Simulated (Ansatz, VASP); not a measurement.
One calculation of Mg, two programs

INCAR

```
SYSTEM = Mg
PREC     = Accurate       ! precision mode
ENCUT    = 520            ! plane-wave cutoff, eV
EDIFF    = 1E-7           ! SCF threshold, eV
ISMEAR   = -1             ! smearing method
SIGMA    = 0.03           ! smearing width, eV
LREAL    = .FALSE.        ! projectors in reciprocal space
LASPH    = .TRUE.         ! aspherical terms in the spheres
NELM     = 60             ! most SCF steps
ALGO     = Normal         ! electronic algorithm
ISIF     = 2              ! what is computed and relaxed
LWAVE    = .FALSE.        ! write WAVECAR
LCHARG   = .FALSE.        ! write CHGCAR
GGA      = PE             ! functional
NBANDS   = 7              ! bands
```

Contents of KPOINTS:

```
regular mesh
0
G
  16 16 16
  0 0 0
```

Contents of POSCAR:

```
Mg
1.0
   -0.0448851200      2.2218134400      2.2218134400
    2.2218134400     -0.0448851200      2.2218134400
    2.2218134400      2.2218134400     -0.0448851200
Mg
1
Direct
    0.0000000000      0.0000000000      0.0000000000
```

Input for Ansatz:

```yaml
crystal:
  lattice:
    - [-0.04488512, 2.22181344, 2.22181344]
    - [2.22181344, -0.04488512, 2.22181344]
    - [2.22181344, 2.22181344, -0.04488512]
  atoms:
    - { symbol: Mg, position: [0.0, 0.0, 0.0] }
kpoints:
  mp_grid: { grid: [16, 16, 16] }
  band_path:
    path:
      - [0.0, 0.0, 0.0]
      - [0.5, 0.5, 0.5]
      - [0.2551801333, 0.5, 0.7448198667]
      - [-0.2551801333, 0.2551801333, 0.5]
      - [0.0, 0.0, 0.5]
      - [0.0, 0.0, 0.0]
      - [-0.3775900666, 0.0, 0.3775900666]
      - [0.0, 0.3775900666, 0.6224099334]
      - [0.0, 0.5, 0.5]
    npoints: 5
scf:
  occupations: { method: fermi_dirac, width: 0.03 }
hamiltonian:
  xc: pbe
  pseudopotentials: { kind: all_electron, lapw: { basis_error: 0.001 } }
output:
  forces: true
  stress: true
  eigenvalues: true
```

Change from the starting cell: equal xy, yz and zx shear strains of -2 %.

Alike in both runs: task single point; functional PBE; k mesh 16 × 16 × 16; occupations fermi-dirac, width 0.03 eV; no spin polarisation.

```csv
,VASP,Ansatz
version,VASP 6.6.1,Ansatz 0.2.0
potentials or method,"VASP PAW PBE potentials, release 64 (Mg), cutoff 520 eV","all-electron LAPW, scalar-relativistic"
```

VASP gave:

```
pressure (GPa)                                                : 0.8
traceless stress, the component that is largest in VASP (GPa) : 0.48
```

**Question.** Which values does Ansatz return?

**Answer.** Pressure (GPa): 0.9; traceless stress, the component that is largest in VASP (GPa): 0.47.

Ansatz ran all-electron here, and VASP with PAW potentials.
